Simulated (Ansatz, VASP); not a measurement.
# One calculation of NbP, two programs

```
Nb P
1.0
     0.00000   -3.34705    0.00000
    -3.34705    0.00000    0.00000
     0.00000    0.00000  -11.42796
Nb P
4 4
Direct
  0.00000 0.00000 0.24997
  0.50000 0.50000 0.74997
  0.00000 0.50000 0.49997
  0.50000 0.00000 0.99997
  0.50000 0.50000 0.16741
  0.00000 0.00000 0.66741
  0.50000 0.00000 0.41741
  0.00000 0.50000 0.91741
```

Alike in both runs: task single point; functional PBE; k mesh 14 × 14 × 4; occupations gaussian, width 0.15 eV; no spin polarisation.

|  | VASP | Ansatz |
| --- | --- | --- |
| version | VASP 6.6.1 | Ansatz 0.2.0 |
| potentials or method | VASP PAW PBE potentials, release 64 (Nb_sv, P), cutoff 520 eV | scalar-relativistic, plane waves, PAW |
| valence electrons in the cell | 72 | 72 |

|  | VASP | Ansatz | Ansatz less VASP |
| --- | --- | --- | --- |
| gap on the k mesh at the Fermi level (eV) | none | none | - |
| pressure (GPa) | -0.4 | 0.0 | +0.38 |
| traceless stress, the component that is largest in VASP (GPa) | 0.05 | 0.03 | -0.024 |

A gap of «none» marks a metal or a gap that the smearing closes. The functional is the same, so the differences come from potentials, cutoffs and numerics.
